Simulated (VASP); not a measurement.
# KCl: single point with PBE

Crystal: KCl.

```
K Cl
1.0
     3.88589    0.00000    0.00000
     0.00000    3.88589    0.00000
     0.00000    0.00000    3.88589
K Cl
1 1
Direct
  0.00000 0.00000 0.00000
  0.50000 0.50000 0.50000
```

This cell differs from its parent crystal: volume scaled by 1.040.

```json
{"Program": "VASP 6.6.1", "Task": "single point", "Functional": "PBE", "Potentials or basis": "VASP PAW PBE potentials, release 64 (K_sv, Cl)", "Cutoff": "520 eV", "k mesh": "8 × 8 × 8", "Occupations": "gaussian, width 0.05 eV", "Spin": "no spin polarisation", "Dipole correction": "no", "Further INCAR settings": "ALGO = Normal; EDIFF = 1e-06; NBANDS = 15"}
```

| Property | Result |
| --- | --- |
| Pressure | -0.7 GPa |
| Band gap on the k mesh | 4.65 eV, indirect (least direct gap 4.85 eV) |

Levels at points of the mesh, in eV from the valence-band top:
```
           k point  band 5  band 6  band 7  band 8  band 9  band 10  band 11  band 12
(0.00, 0.00, 0.00)  -11.52   -0.20   -0.20   -0.20    4.65     6.59     6.59    10.54
(0.50, 0.00, 0.00)  -11.38   -1.66   -0.19   -0.19    7.53     7.88     8.03    10.12
(0.50, 0.50, 0.00)  -11.48   -1.14   -1.14    0.00    6.15     7.23     8.90     8.90
(0.50, 0.50, 0.50)  -11.68   -1.22   -1.22   -1.22    8.69     8.69     8.69     9.72
```

Run time: 44 s on 1 thread of Intel Xeon 8259CL (shared host), peak memory 0.18 GiB.

 A k mesh can miss the band edges.
